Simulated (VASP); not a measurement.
Runs of VASP 6.6.1 on W. The structure is that of space group Im-3m (No. 229), or close to it. The cells are those of the table. 

```csv
cell,gap on the mesh (eV),pressure (GPa)
"a = 2.859 Å, angles 110.1, 110.1, 108.2°, 1 atom",none,(a)
"a = 2.813 Å, angles 110.8, 110.8, 106.8°, 1 atom",none,-22.8
"a = 2.721 Å, angles 108.1, 108.1, 112.2°, 1 atom",none,5.5
"a = 2.744 Å, angles 108.8, 108.8, 110.8°, 1 atom",none,(b)
"a = 2.882 Å, angles 108.8, 108.8, 110.8°, 1 atom",none,-36.7
```

Alike in all rows: task single point; level PBEsol; potentials or basis VASP PAW PBE potentials, release 64 (W_sv); no spin polarisation; k mesh 20 × 20 × 20; cutoff (eV) 520; smearing gaussian 0.15 eV.

Q: Estimate the missing entries.

A: (a) -32.8; (b) -3.4.

Caveats: the PAW data sets were made with another functional, which shifts forces and pressure a little; spin-orbit coupling is left out, which moves the levels of the heavy elements.

A k mesh can miss the band edges, and the runs leave out spin-orbit coupling on W.

A gap of «none» marks levels without a gap at the run's occupations.
